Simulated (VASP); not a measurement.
Input of a VASP 6.6.1 run:

The input INCAR:

```
SYSTEM = Ta2N
PREC = Accurate
ENCUT = 700
EDIFF = 1E-6
ISMEAR = 0
SIGMA = 0.15
LREAL = .FALSE.
LASPH = .TRUE.
NELM = 120
ALGO = Normal
ISIF = 2
LWAVE = .FALSE.
LCHARG = .FALSE.
GGA = PS
NBANDS = 22
GGA_COMPAT = .FALSE.
```

The input KPOINTS:

```
Automatic mesh
0
G
  18 18 10
  0 0 0
```

POSCAR

```
Ta2N
1.0
    3.0366929685      0.0000000000      0.0000000000
   -1.5183464843      2.6298532542      0.0000000000
    0.0000000000      0.0000000000      4.7587940514
Ta N
2 1
Direct
    0.6666666667      0.3333333333      0.7463700642
    0.3333333333      0.6666666667      0.2536299358
    0.0000000000      0.0000000000      0.0000000000
```

Potentials or basis: VASP PAW PBE potentials, release 64 (Ta_sv_GW, N).

Launch:

```sh
$ cat potpaw_PBE.64/Ta_sv_GW/POTCAR potpaw_PBE.64/N/POTCAR > POTCAR
$ mpirun -np 1 vasp_std > vasp.out
```

Q: Predict the largest force.

A: 0.359 eV/Å.

Q: Estimate the band gap on the k mesh.

A: Zero (an odd number of electrons rules out a gap without spin polarisation).

Forces on the atoms (eV/Å):
```
Ta   0.000  0.000 -0.359
Ta   0.000  0.000  0.359
N    0.000  0.000  0.000
```

Caveat: the PAW data sets were made with another functional, which shifts forces and pressure a little; spin-orbit coupling is left out, which moves the levels of the heavy elements.
